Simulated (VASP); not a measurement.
# BaSrAl4 (F-43m) in VASP: density of states with PBE

Aim: the density of states of BaSrAl4 with PBE.

All numbers are computed with VASP 6.6.1; they aren't measurements. Logs are shortened: lines on timing, memory, paths and dates and some standing lists are left out, and cuts for length are marked.

### Step 1. The cell of the first run

Symmetry: F-43m, No. 216, cubic system. Conventional cell: a = 8.406 Å, b = 8.406 Å, c = 8.406 Å, α = 90.00°, β = 90.00°, γ = 90.00°. Within 4.6 Å of Ba (site symmetry -43m) lie 12 Al at 3.48 Å and 4 Sr at 3.64 Å. Sr (site symmetry -43m) has 12 Al at 3.48 Å and 4 Ba at 3.64 Å within 4.6 Å. Al (site symmetry 3m) has 6 Al at 2.97 Å and 3 Ba at 3.48 Å and 3 Sr at 3.48 Å within 3.9 Å.

### Step 2. Density of states, PBE

Contents of POSCAR:

```
BaSrAl4
1.0
    0.0000000000      4.2027992298      4.2027992298
    4.2027992298      0.0000000000      4.2027992298
    4.2027992298      4.2027992298      0.0000000000
Ba Sr Al
1 1 4
Direct
    0.7500000000      0.7500000000      0.7500000000
    0.0000000000      0.0000000000      0.0000000000
    0.8748730727      0.3750423091      0.3750423091
    0.3750423091      0.3750423091      0.3750423091
    0.3750423091      0.8748730727      0.3750423091
    0.3750423091      0.3750423091      0.8748730727
```

Contents of INCAR.step1:

```
SYSTEM = BaSrAl4
ALGO = Fast ; EDIFF = 1E-7
ENCUT = 520 ; GGA = PE
ISIF = 2 ; ISMEAR = 0
LASPH = .True. ; LCHARG = .True.
LREAL = .False. ; LWAVE = .False.
NBANDS = 25 ; NELM = 80
PREC = Accurate ; SIGMA = 0.1
```

Contents of KPOINTS.step1:

```
k-points
0
Gamma
  8 8 8
  0 0 0
```

Contents of INCAR.step2:

```
SYSTEM = BaSrAl4
ALGO = Fast ; EDIFF = 1E-7
ENCUT = 520 ; GGA = PE
ICHARG = 11 ; ISIF = 2
ISMEAR = -5 ; LASPH = .True.
LCHARG = .False. ; LORBIT = 11
LREAL = .False. ; LWAVE = .False.
NBANDS = 25 ; NEDOS = 2001
NELM = 80 ; PREC = Accurate
SIGMA = 0.1
```

Contents of KPOINTS.step2:

```
k-points
0
Gamma
  12 12 12
  0 0 0
```

Potentials or basis: VASP PAW PBE potentials, release 64 (Ba_sv, Sr_sv, Al).

Started as:

```console
cat potpaw_PBE.64/Ba_sv/POTCAR potpaw_PBE.64/Sr_sv/POTCAR potpaw_PBE.64/Al/POTCAR > POTCAR
cp INCAR.step1 INCAR
cp KPOINTS.step1 KPOINTS
mpirun -np 1 vasp_std > vasp.out
cp INCAR.step2 INCAR
cp KPOINTS.step2 KPOINTS
mpirun -np 1 vasp_std > vasp.out
```

OUTCAR:

```text
SYSTEM = BaSrAl4
   EDIFF = 1E-7
   ENCUT = 520
   GGA = PE
   ICHARG = 11
   ISIF = 2
   ISMEAR = -5
   LASPH = .True.
   LORBIT = 11
   LREAL = .False.
   NELM = 80
   PREC = Accurate

 ion  position               nearest neighbor table
   1  0.750  0.750  0.750-   3 3.48   5 3.48   6 3.48   4 3.48   4 3.48   4 3.48   3 3.48   6 3.48
                             5 3.48   3 3.48   5 3.48   6 3.48   2 3.64   2 3.64   2 3.64   2 3.64
   2  0.000  0.000  0.000-   3 3.48   5 3.48   3 3.48   6 3.48   5 3.48   6 3.48   4 3.48   4 3.48
                             4 3.48   3 3.48   5 3.48   6 3.48   1 3.64   1 3.64   1 3.64   1 3.64
   3  0.875  0.375  0.375-   4 2.97   5 2.97   6 2.97   4 2.97   6 2.97   5 2.97   1 3.48   1 3.48
                             1 3.48   2 3.48   2 3.48   2 3.48
   4  0.375  0.375  0.375-   3 2.97   5 2.97   6 2.97   6 2.97   5 2.97   3 2.97   1 3.48   1 3.48
                             1 3.48   2 3.48   2 3.48   2 3.48
   5  0.375  0.875  0.375-   3 2.97   4 2.97   6 2.97   6 2.97   4 2.97   3 2.97   1 3.48   1 3.48
                             1 3.48   2 3.48   2 3.48   2 3.48
   6  0.375  0.375  0.875-   3 2.97   4 2.97   5 2.97   4 2.97   5 2.97   3 2.97   1 3.48   1 3.48
                             1 3.48   2 3.48   2 3.48   2 3.48

  LATTYP: Found a face centered cubic cell.
 ALAT       =     8.4055984596

  Lattice vectors:

 A1 = (   0.0000000000,   4.2027992298,   4.2027992298)
 A2 = (   4.2027992298,   0.0000000000,   4.2027992298)
 A3 = (   4.2027992298,   4.2027992298,   0.0000000000)

Analysis of symmetry for initial positions (statically):
=====================================================================
 Subroutine PRICEL returns:
 Original cell was already a primitive cell.

 Routine SETGRP: Setting up the symmetry group for a
 face centered cubic supercell.

 Subroutine GETGRP returns: Found 24 space group operations
 (whereof 24 operations were pure point group operations)
 out of a pool of 48 trial point group operations.

The static configuration has the point symmetry T_d .

Analysis of symmetry for dynamics (positions and initial velocities):
=====================================================================
 Subroutine PRICEL returns:
 Original cell was already a primitive cell.

 Routine SETGRP: Setting up the symmetry group for a
 face centered cubic supercell.

 Subroutine GETGRP returns: Found 24 space group operations
 (whereof 24 operations were pure point group operations)
 out of a pool of 48 trial point group operations.

The dynamic configuration has the point symmetry T_d .

 Subroutine INISYM returns: Found 24 space group operations
 (whereof 24 operations are pure point group operations),
 and found     1 'primitive' translations

----------------------------------------------------------------------------------------

                                     Primitive cell

  volume of cell :     148.4725

  direct lattice vectors                    reciprocal lattice vectors
     0.000000000  4.202799230  4.202799230    -0.118968329  0.118968329  0.118968329
     4.202799230  0.000000000  4.202799230     0.118968329 -0.118968329  0.118968329
     4.202799230  4.202799230  0.000000000     0.118968329  0.118968329 -0.118968329

  length of vectors
     5.943655671  5.943655671  5.943655671     0.206059190  0.206059190  0.206059190

  position of ions in fractional coordinates (direct lattice)
     0.750000000  0.750000000  0.750000000
     0.000000000  0.000000000  0.000000000
     0.874873073  0.375042309  0.375042309
     0.375042309  0.375042309  0.375042309
     0.375042309  0.874873073  0.375042309
     0.375042309  0.375042309  0.874873073

  ion indices of the primitive-cell ions
   primitive index   ion index
                 1           1
                 2           2
                 3           3
                 4           4
                 5           5
                 6           6

----------------------------------------------------------------------------------------

 KPOINTS: k-points

Automatic generation of k-mesh.
 Grid dimensions read from file:
 generate k-points for:   12   12   12

 Generating k-lattice:

  Cartesian coordinates                     Fractional coordinates (reciprocal lattice)
    -0.009914027  0.009914027  0.009914027     0.083333333  0.000000000  0.000000000
     0.009914027 -0.009914027  0.009914027     0.000000000  0.083333333  0.000000000
     0.009914027  0.009914027 -0.009914027     0.000000000  0.000000000  0.083333333

  Length of vectors
     0.017171599  0.017171599  0.017171599

  Shift w.r.t. Gamma in fractional coordinates (k-lattice)
     0.000000000  0.000000000  0.000000000

 TETIRR: Found    247 inequivalent tetrahedra from    10368

 Subroutine IBZKPT returns following result:
 ===========================================

 Found     72 irreducible k-points:

 Following reciprocal coordinates:
            Coordinates               Weight
  0.000000  0.000000  0.000000      1.000000
  0.083333  0.000000  0.000000      8.000000
  0.166667  0.000000  0.000000      8.000000
  0.250000  0.000000  0.000000      8.000000
  0.333333  0.000000  0.000000      8.000000
  0.416667  0.000000  0.000000      8.000000
[... 16 lines left out ...]
  0.500000  0.166667  0.000000     24.000000
 -0.416667  0.166667  0.000000     24.000000
 [... further k-points ...]
   k-points           NKPTS =     72   k-points in BZ     NKDIM =     72   number of bands    NBANDS=     25
   number of dos      NEDOS =   2001   number of ions     NIONS =      6
   total plane-waves  NPLWV = 110592
   dimension x,y,z NGX =    48 NGY =   48 NGZ =   48
   dimension x,y,z NGXF=    96 NGYF=   96 NGZF=   96
   ions per type =               1   1   4
   NGX,Y,Z   is equivalent  to a cutoff of  13.43, 13.43, 13.43 a.u.
   NGXF,Y,Z  is equivalent  to a cutoff of  26.85, 26.85, 26.85 a.u.
 SYSTEM =  BaSrAl4
   PREC   = accura    normal or accurate (medium, high low for compatibility)
   ISTART =      0    job   : 0-new  1-cont  2-samecut
   ICHARG =     11    charge: 1-file 2-atom 10-const
   ISPIN  =      1    spin polarized calculation?
   LNONCOLLINEAR =      F non collinear calculations
   LSORBIT =      F    spin-orbit coupling
   LASPH  =      T    aspherical Exc in radial PAW
   ENCUT  =  520.0 eV  38.22 Ry    6.18 a.u.  11.05 11.05 11.05*2*pi/ulx,y,z
   NELM   =     80;   NELMIN=  2; NELMDL=  0     # of ELM steps
   EDIFF  = 0.1E-06   stopping-criterion for ELM
   LREAL  =      F    real-space projection
   EDIFFG = 0.1E-05   stopping-criterion for IOM
   NSW    =      0    number of steps for IOM
   IBRION =     -1    ionic relax: 0-MD 1-quasi-New 2-CG
   NFREE  =      0    steps in history (QN), initial steepest desc. (CG)
   ISIF   =      2    stress and relaxation
   ISYM   =      2    0-nonsym 1-usesym 2-fastsym
   POTIM  = 0.5000    time-step for ionic-motion
   TEBEG  =    0.0;   TEEND  =   0.0 temperature during run
   PSTRESS=    0.0 pullay stress
   NELECT =      32.0000    total number of electrons
   NUPDOWN=      -1.0000    fix difference up-down
   EMIN   =  10.00;   EMAX   =-10.00  energy-range for DOS
   EFERMI =   0.00;   METHOD = LEGACY
   ISMEAR =    -5;   SIGMA  =   0.10  broadening in eV -4-tet -1-fermi 0-gaus
   EFERMI_NEDOS =   21; number of points for ismear=-14 and -15
   IALGO  =     68    algorithm
   IMIX   =      4    mixing-type and parameters
     AMIX     =   0.40;   BMIX     =  1.00
     AMIX_MAG =   1.60;   BMIX_MAG =  1.00
  volume/ion in A,a.u.               =      24.75       166.99
  Fermi-wavevector in a.u.,A,eV,Ry     =   0.981543  1.854848 13.108227  0.963427
  Thomas-Fermi vector in A             =   2.112558
   LORBIT       =     11    0 simple, 1 ext, 2 COOP (PROOUT), +10 PAW based schemes
   GGA     = PE    functional components
   LHFCALC =     F    Hartree Fock is set to
   AEXX    =    0.0000 exact exchange contribution
   IVDW    =     0    specifies the selected vdW correction
   LEPSILON=     F    determine dielectric tensor
   LRPA    =     F    only Hartree local field effects (RPA)
 non-spin polarized calculation
 RMM-DIIS sequential band-by-band and
 Fermi weights with tetrahedron method with Bloechl corrections
  energy-cutoff  :      520.00
  volume of cell :      148.47
 maximum number of plane-waves:      4022
 NGX is ok and might be reduce to    48

 number of electron      32.0000000 magnetization

 Free energy of the ion-electron system (eV)
  ---------------------------------------------------
  ext. energy  EPLUGINS =         0.00000000
  ---------------------------------------------------
  free energy    TOTEN  =       -19.80898482 eV

  energy without entropy =      -19.80898482  energy(sigma->0) =      -19.80898482

 E-fermi :   4.7347     XC(G=0):  -9.4024

 val. band max:        4.7383462427   @ k =   0.4167   0.3333   0.0833
 cond. band min:       4.7357624091   @ k =   0.5000   0.1667   0.0000
 fundamental gap:     -0.0025838336
 Fermi energy:         4.7347090233

 k-point     1 :       0.0000    0.0000    0.0000
  band No.  band energies     occupation
      1     -30.6322      2.00000
      2     -22.8033      2.00000
      3     -12.7335      2.00000
      4     -12.7335      2.00000
      5     -12.7335      2.00000
      6      -8.2112      2.00000
[... 17 lines left out ...]
     24       9.7956      0.00000
     25       9.8193      0.00000

 k-point     2 :       0.0833    0.0000    0.0000
  band No.  band energies     occupation
      1     -30.6322      2.00000
      2     -22.8033      2.00000
      3     -12.7340      2.00000
      4     -12.7338      2.00000
      5     -12.7338      2.00000
      6      -8.2172      2.00000
[... 17 lines left out ...]
     24       9.4958      0.00000
     25       9.7705      0.00000
[... 586 lines left out ...]
     24       8.9118      0.00000
     25       9.4436      0.00000

 k-point    24 :      -0.4167    0.1667    0.0000
  band No.  band energies     occupation
      1     -30.6318      2.00000
      2     -22.8037      2.00000
      3     -12.7480      2.00000
      4     -12.7395      2.00000
      5     -12.7321      2.00000
      6      -8.2794      2.00000
[... 17 lines left out ...]
     24       8.6236      0.00000
     25       9.4439      0.00000

 [... further k-points ...]
[... 5 lines left out ...]
  --------------------------------------------------------------------------------------
  -------------------------------------------------------------------------------------
  Total        0.1777446      0.1777446      0.1777446      0.0000000     -0.0000000      0.0000000
  in kB        1.9180547      1.9180547      1.9180547      0.0000000     -0.0000000      0.0000000
  external PRESSURE =       1.9180547 kB  Pullay stress =       0.0000000 kB

 VOLUME and BASIS-vectors are now :
 -----------------------------------------------------------------------------
  energy-cutoff  :      520.00
  volume of cell :      148.47
      direct lattice vectors                 reciprocal lattice vectors
     0.000000000  4.202799230  4.202799230    -0.118968329  0.118968329  0.118968329
     4.202799230  0.000000000  4.202799230     0.118968329 -0.118968329  0.118968329
     4.202799230  4.202799230  0.000000000     0.118968329  0.118968329 -0.118968329

 POSITION                                       TOTAL-FORCE (eV/Angst)
 -----------------------------------------------------------------------------------
      6.30420      6.30420      6.30420        -0.000000     -0.000000      0.000000
      0.00000      0.00000      0.00000         0.000000     -0.000000      0.000000
      3.15246      5.25314      5.25314        -0.005870      0.005870      0.005870
      3.15246      3.15246      3.15246        -0.005870     -0.005870     -0.005870
      5.25314      3.15246      5.25314         0.005870     -0.005870      0.005870
      5.25314      5.25314      3.15246         0.005870      0.005870     -0.005870
 -----------------------------------------------------------------------------------
    total drift:                               -0.000091     -0.000091     -0.000091

  FREE ENERGIE OF THE ION-ELECTRON SYSTEM (eV)
  ---------------------------------------------------
  free  energy   TOTEN  =       -19.8089848234 eV

  energy  without entropy=      -19.8089848234  energy(sigma->0) =      -19.80898482

 total charge

# of ion       s       p       d       tot
------------------------------------------
    1        2.034   5.555   0.506   8.095
    2        2.027   5.758   0.273   8.059
    3        0.441   0.323   0.000   0.764
    4        0.441   0.323   0.000   0.764
    5        0.441   0.323   0.000   0.764
    6        0.441   0.323   0.000   0.764
--------------------------------------------------
tot          5.825  12.605   0.779  19.209
```

Wall time 16 min (1 thread of Intel Xeon 6975P-C, shared host); peak memory 0.5 GiB.

Results:

| Quantity | Value |
| --- | --- |
| Valence electrons inside the program's atomic spheres | Ba 8.10; Sr 8.06; Al 0.76 |

Levels at points of the mesh, in eV from the Fermi level:
| k point | band 14 | band 15 | band 16 | band 17 | band 18 | band 19 |
| --- | --- | --- | --- | --- | --- | --- |
| (0.00, 0.00, 0.00) | -1.60 | -1.60 | -1.60 | -1.47 | -1.47 | 1.63 |
| (0.50, 0.00, 0.00) | -1.03 | -1.03 | 0.68 | 0.68 | 0.91 | 2.14 |
| (0.50, 0.50, 0.00) | -2.03 | 0.37 | 0.59 | 1.26 | 1.27 | 1.27 |

Caveat: spin-orbit coupling is left out, which moves the levels of the heavy elements; tetrahedron occupations give inexact forces and stress in metals.
